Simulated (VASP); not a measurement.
# Ta2W (Fmmm) in VASP: single point with PBE

Aim: the single point of Ta2W with PBE.

All numbers are computed with VASP 6.6.1; they aren't measurements. Logs are shortened: lines on timing, memory, paths and dates and some standing lists are left out, and cuts for length are marked.

**1. The cell of the first run**

Symmetry: Fmmm, No. 69, orthorhombic system. The conventional cell has a = 3.250 Å, b = 4.675 Å, c = 13.774 Å, α = 90.00°, β = 90.00°, γ = 90.00°. Within 3.7 Å of Ta (site symmetry mm2) lie 4 W at 2.78 to 3.24 Å and 10 Ta at 2.85 to 3.34 Å. W (site symmetry mmm) has 8 Ta at 2.78 to 3.24 Å and 6 W at 2.85 to 3.25 Å within 3.7 Å.

**2. Single point, PBE**

Contents of INCAR:

```
SYSTEM = Ta2W
ALGO = Fast
EDIFF = 1E-6
ENCUT = 520
GGA = PE
ISIF = 2
ISMEAR = 0
LASPH = .True.
LCHARG = .False.
LREAL = .False.
LWAVE = .False.
NBANDS = 25
NELM = 80
PREC = Accurate
SIGMA = 0.1
```

Contents of KPOINTS:

```
k-points
0
Gamma
  18 18 18
  0 0 0
```

Contents of POSCAR:

```
Ta2W
1.0
    0.0000000000      2.3377308895      6.8871116777
    1.6250494209      0.0000000000      6.8871116777
    1.6250494209      2.3377308895      0.0000000000
Ta W
2 1
Direct
    0.1633746564      0.1633746564      0.8366253436
    0.8366253436      0.8366253436      0.1633746564
    0.5000000000      0.5000000000      0.5000000000
```

Potentials or basis: VASP PAW PBE potentials, release 64 (Ta_pv, W_sv).

Launch:

```
> cat potpaw_PBE.64/Ta_pv/POTCAR potpaw_PBE.64/W_sv/POTCAR > POTCAR
> mpirun -np 1 vasp_std > vasp.out
```

OUTCAR:

```text
SYSTEM = Ta2W
   EDIFF = 1E-6
   ENCUT = 520
   GGA = PE
   ISIF = 2
   ISMEAR = 0
   LASPH = .True.
   LREAL = .False.
   NELM = 80
   PREC = Accurate

 ion  position               nearest neighbor table
   1  0.163  0.163  0.837-   3 2.78   3 2.78   2 2.89   2 2.89   3 3.24   3 3.24   2 3.34   2 3.34

   2  0.837  0.837  0.163-   3 2.78   3 2.78   1 2.89   1 2.89   3 3.24   3 3.24   1 3.34   1 3.34

   3  0.500  0.500  0.500-   1 2.78   1 2.78   2 2.78   2 2.78   2 3.24   1 3.24   1 3.24   2 3.24

  LATTYP: Found a face centered orthorhombic cell.
 ALAT       =     3.2500988418
 B/A-ratio  =     1.4385598736
 C/A-ratio  =     4.2380936783

  Lattice vectors:

 A1 = (   0.0000000000,   2.3377308895,   6.8871116777)
 A2 = (   1.6250494209,   0.0000000000,   6.8871116777)
 A3 = (   1.6250494209,   2.3377308895,   0.0000000000)

Analysis of symmetry for initial positions (statically):
=====================================================================
 Subroutine PRICEL returns:
 Original cell was already a primitive cell.

 Routine SETGRP: Setting up the symmetry group for a
 face centered orthorhombic supercell.

 Subroutine GETGRP returns: Found  8 space group operations
 (whereof  8 operations were pure point group operations)
 out of a pool of  8 trial point group operations.

The static configuration has the point symmetry D_2h.

Analysis of symmetry for dynamics (positions and initial velocities):
=====================================================================
 Subroutine PRICEL returns:
 Original cell was already a primitive cell.

 Routine SETGRP: Setting up the symmetry group for a
 face centered orthorhombic supercell.

 Subroutine GETGRP returns: Found  8 space group operations
 (whereof  8 operations were pure point group operations)
 out of a pool of  8 trial point group operations.

The dynamic configuration has the point symmetry D_2h.

 Subroutine INISYM returns: Found  8 space group operations
 (whereof  8 operations are pure point group operations),
 and found     1 'primitive' translations

----------------------------------------------------------------------------------------

                                     Primitive cell

  volume of cell :      52.3273

  direct lattice vectors                    reciprocal lattice vectors
     0.000000000  2.337730889  6.887111678    -0.307682950  0.213882617  0.072599375
     1.625049421  0.000000000  6.887111678     0.307682950 -0.213882617  0.072599375
     1.625049421  2.337730889  0.000000000     0.307682950  0.213882617 -0.072599375

  length of vectors
     7.273052521  7.076234372  2.847063633     0.381687360  0.381687360  0.381687360

  position of ions in fractional coordinates (direct lattice)
     0.163374656  0.163374656  0.836625344
     0.836625344  0.836625344  0.163374656
     0.500000000  0.500000000  0.500000000

  ion indices of the primitive-cell ions
   primitive index   ion index
                 1           1
                 2           2
                 3           3

----------------------------------------------------------------------------------------

 KPOINTS: k-points

Automatic generation of k-mesh.
 Grid dimensions read from file:
 generate k-points for:   18   18   18

 Generating k-lattice:

  Cartesian coordinates                     Fractional coordinates (reciprocal lattice)
    -0.017093497  0.011882368  0.004033299     0.055555556 -0.000000000  0.000000000
     0.017093497 -0.011882368  0.004033299    -0.000000000  0.055555556  0.000000000
     0.017093497  0.011882368 -0.004033299     0.000000000  0.000000000  0.055555556

  Length of vectors
     0.021204853  0.021204853  0.021204853

  Shift w.r.t. Gamma in fractional coordinates (k-lattice)
     0.000000000  0.000000000  0.000000000

 Subroutine IBZKPT returns following result:
 ===========================================

 Found    865 irreducible k-points:

 Following reciprocal coordinates:
            Coordinates               Weight
  0.000000  0.000000  0.000000      1.000000
  0.055556 -0.000000  0.000000      8.000000
  0.111111 -0.000000  0.000000      8.000000
  0.166667 -0.000000  0.000000      8.000000
  0.222222 -0.000000  0.000000      8.000000
  0.277778 -0.000000 -0.000000      8.000000
[... 16 lines left out ...]
 -0.277778  0.055556  0.000000      8.000000
 -0.222222  0.055556  0.000000      8.000000
 [... further k-points ...]
   k-points           NKPTS =    865   k-points in BZ     NKDIM =    865   number of bands    NBANDS=     25
   number of dos      NEDOS =    301   number of ions     NIONS =      3
   total plane-waves  NPLWV =  69984
   dimension x,y,z NGX =    54 NGY =   54 NGZ =   24
   dimension x,y,z NGXF=   108 NGYF=  108 NGZF=   48
   ions per type =               2   1
   NGX,Y,Z   is equivalent  to a cutoff of  12.34, 12.69, 14.01 a.u.
   NGXF,Y,Z  is equivalent  to a cutoff of  24.69, 25.37, 28.03 a.u.
 SYSTEM =  Ta2W
   PREC   = accura    normal or accurate (medium, high low for compatibility)
   ISTART =      0    job   : 0-new  1-cont  2-samecut
   ICHARG =      2    charge: 1-file 2-atom 10-const
   ISPIN  =      1    spin polarized calculation?
   LNONCOLLINEAR =      F non collinear calculations
   LSORBIT =      F    spin-orbit coupling
   LASPH  =      T    aspherical Exc in radial PAW
   ENCUT  =  520.0 eV  38.22 Ry    6.18 a.u.  13.52 13.16  5.29*2*pi/ulx,y,z
   NELM   =     80;   NELMIN=  2; NELMDL= -5     # of ELM steps
   EDIFF  = 0.1E-05   stopping-criterion for ELM
   LREAL  =      F    real-space projection
   EDIFFG = 0.1E-04   stopping-criterion for IOM
   NSW    =      0    number of steps for IOM
   IBRION =     -1    ionic relax: 0-MD 1-quasi-New 2-CG
   NFREE  =      0    steps in history (QN), initial steepest desc. (CG)
   ISIF   =      2    stress and relaxation
   ISYM   =      2    0-nonsym 1-usesym 2-fastsym
   POTIM  = 0.5000    time-step for ionic-motion
   TEBEG  =    0.0;   TEEND  =   0.0 temperature during run
   PSTRESS=    0.0 pullay stress
   NELECT =      36.0000    total number of electrons
   NUPDOWN=      -1.0000    fix difference up-down
   EMIN   =  10.00;   EMAX   =-10.00  energy-range for DOS
   EFERMI =   0.00;   METHOD = LEGACY
   ISMEAR =     0;   SIGMA  =   0.10  broadening in eV -4-tet -1-fermi 0-gaus
   EFERMI_NEDOS =   21; number of points for ismear=-14 and -15
   IALGO  =     68    algorithm
   IMIX   =      4    mixing-type and parameters
     AMIX     =   0.40;   BMIX     =  1.00
     AMIX_MAG =   1.60;   BMIX_MAG =  1.00
  volume/ion in A,a.u.               =      17.44       117.71
  Fermi-wavevector in a.u.,A,eV,Ry     =   1.445217  2.731063 28.417821  2.088651
  Thomas-Fermi vector in A             =   2.563423
   LORBIT       =      0    0 simple, 1 ext, 2 COOP (PROOUT), +10 PAW based schemes
   GGA     = PE    functional components
   LHFCALC =     F    Hartree Fock is set to
   AEXX    =    0.0000 exact exchange contribution
   IVDW    =     0    specifies the selected vdW correction
   LEPSILON=     F    determine dielectric tensor
   LRPA    =     F    only Hartree local field effects (RPA)
 non-spin polarized calculation
 RMM-DIIS sequential band-by-band and
 Gauss-broadening in eV      SIGMA  =   0.10
  energy-cutoff  :      520.00
  volume of cell :       52.33
 maximum number of plane-waves:      1430
   NGX = 27   NGY = 27   NGZ = 11

 number of electron      35.9999999 magnetization

 Free energy of the ion-electron system (eV)
  ---------------------------------------------------
  ext. energy  EPLUGINS =         0.00000000
  ---------------------------------------------------
  free energy    TOTEN  =       -36.69499160 eV

  energy without entropy =      -36.68040776  energy(sigma->0) =      -36.68769968

 E-fermi :   7.0081     XC(G=0): -12.8862

 val. band max:        7.0073976144   @ k =   0.2222  -0.4444   0.0556
 cond. band min:       7.0090992307   @ k =  -0.3333   0.3333   0.2222
 fundamental gap:      0.0017016163
 Fermi energy:         7.0080838100

 k-point     1 :       0.0000    0.0000    0.0000
  band No.  band energies     occupation
      1     -66.4227      2.00000
      2     -30.6837      2.00000
      3     -30.3813      2.00000
      4     -30.2273      2.00000
      5     -26.9532      2.00000
      6     -26.3379      2.00000
[... 17 lines left out ...]
     24      10.8696      0.00000
     25      11.3864      0.00000

 k-point     2 :       0.0556   -0.0000    0.0000
  band No.  band energies     occupation
      1     -66.4215      2.00000
      2     -30.6809      2.00000
      3     -30.3928      2.00000
      4     -30.2385      2.00000
      5     -26.9451      2.00000
      6     -26.3632      2.00000
[... 17 lines left out ...]
     24      10.8421      0.00000
     25      11.4912      0.00000

 k-point     3 :       0.1111   -0.0000    0.0000
  band No.  band energies     occupation
      1     -66.4178      2.00000
      2     -30.6727      2.00000
      3     -30.4325      2.00000
      4     -30.2635      2.00000
      5     -26.9223      2.00000
      6     -26.4179      2.00000
[... 17 lines left out ...]
     24      10.8219      0.00000
     25      11.3893      0.00000

 k-point     4 :       0.1667   -0.0000    0.0000
  band No.  band energies     occupation
      1     -66.4123      2.00000
      2     -30.6600      2.00000
      3     -30.5071      2.00000
      4     -30.2868      2.00000
      5     -26.8901      2.00000
      6     -26.5057      2.00000
[... 17 lines left out ...]
     24      10.8809      0.00000
     25      11.3615      0.00000
[... 477 lines left out ...]
 k-point    22 :      -0.3333    0.0556    0.0000
  band No.  band energies     occupation
      1     -66.3858      2.00000
      2     -30.9109      2.00000
      3     -30.5994      2.00000
      4     -30.3307      2.00000
      5     -27.0136      2.00000
      6     -26.9891      2.00000
[... 17 lines left out ...]
     24      11.9448      0.00000
     25      12.0775      0.00000

 k-point    23 :      -0.2778    0.0556    0.0000
  band No.  band energies     occupation
      1     -66.3913      2.00000
      2     -30.8257      2.00000
      3     -30.6122      2.00000
      4     -30.3243      2.00000
      5     -26.9195      2.00000
      6     -26.8869      2.00000
[... 17 lines left out ...]
     24      11.3216      0.00000
     25      11.7847      0.00000

 k-point    24 :      -0.2222    0.0556    0.0000
  band No.  band energies     occupation
      1     -66.3982      2.00000
      2     -30.7205      2.00000
      3     -30.6279      2.00000
      4     -30.3153      2.00000
      5     -26.8565      2.00000
      6     -26.7576      2.00000
[... 17 lines left out ...]
     24      11.2132      0.00000
     25      11.6069      0.00000

 [... further k-points ...]

------------------------ aborting loop because EDIFF is reached ----------------------------------------

  FORCE on cell =-STRESS in cart. coord.  units (eV):
  Direction    XX          YY          ZZ          XY          YZ          ZX
  --------------------------------------------------------------------------------------
  -------------------------------------------------------------------------------------
  Total        0.0760126      0.0439079      0.0971796      0.0000000      0.0000000      0.0000000
  in kB        2.3273836      1.3443903      2.9754841      0.0000000      0.0000000      0.0000000
  external PRESSURE =       2.2157526 kB  Pullay stress =       0.0000000 kB

 VOLUME and BASIS-vectors are now :
 -----------------------------------------------------------------------------
  energy-cutoff  :      520.00
  volume of cell :       52.33
      direct lattice vectors                 reciprocal lattice vectors
     0.000000000  2.337730889  6.887111678    -0.307682950  0.213882617  0.072599375
     1.625049421  0.000000000  6.887111678     0.307682950 -0.213882617  0.072599375
     1.625049421  2.337730889  0.000000000     0.307682950  0.213882617 -0.072599375

 POSITION                                       TOTAL-FORCE (eV/Angst)
 -----------------------------------------------------------------------------------
      1.62505      2.33773      2.25036         0.000000      0.000000      0.010227
      1.62505      2.33773     11.52386         0.000000      0.000000     -0.010227
      1.62505      2.33773      6.88711         0.000000      0.000000     -0.000000
 -----------------------------------------------------------------------------------
    total drift:                               -0.000000      0.000000      0.000000

  FREE ENERGIE OF THE ION-ELECTRON SYSTEM (eV)
  ---------------------------------------------------
  free  energy   TOTEN  =       -36.6949915961 eV

  energy  without entropy=      -36.6804077645  energy(sigma->0) =      -36.68769968
```

It took 20 min on 1 thread of Intel Xeon 6975P-C (Granite Rapids), shared host; peak memory 1.1 GiB.

Results:

```
Free energy            : -36.6950 eV
Pressure               : 0.2 GPa
Largest force          : 0.010 eV/Å
Band gap on the k mesh : zero (bands 18 and 19 overlap by 3.10 eV)
```

Forces on the atoms (eV/Å):
```
Ta   0.000  0.000  0.010
Ta   0.000  0.000 -0.010
W    0.000  0.000  0.000
```

Levels at points of the mesh, in eV from the Fermi level:
| k point | band 16 | band 17 | band 18 | band 19 | band 20 | band 21 |
| --- | --- | --- | --- | --- | --- | --- |
| (0.00, 0.00, 0.00) | -0.52 | 0.07 | 0.14 | 0.18 | 0.58 | 2.59 |
| (0.50, 0.00, 0.00) | -1.50 | -0.32 | -0.24 | 1.52 | 2.56 | 3.24 |
| (0.50, 0.50, 0.00) | -0.14 | 0.04 | 0.16 | 0.78 | 1.62 | 2.04 |
| (0.50, 0.00, 0.50) | -2.00 | 1.29 | 2.40 | 2.77 | 2.90 | 3.09 |
| (0.00, 0.50, 0.50) | -0.98 | -0.86 | -0.15 | 1.52 | 1.88 | 5.37 |

Caveat: spin-orbit coupling is left out, which moves the levels of the heavy elements.
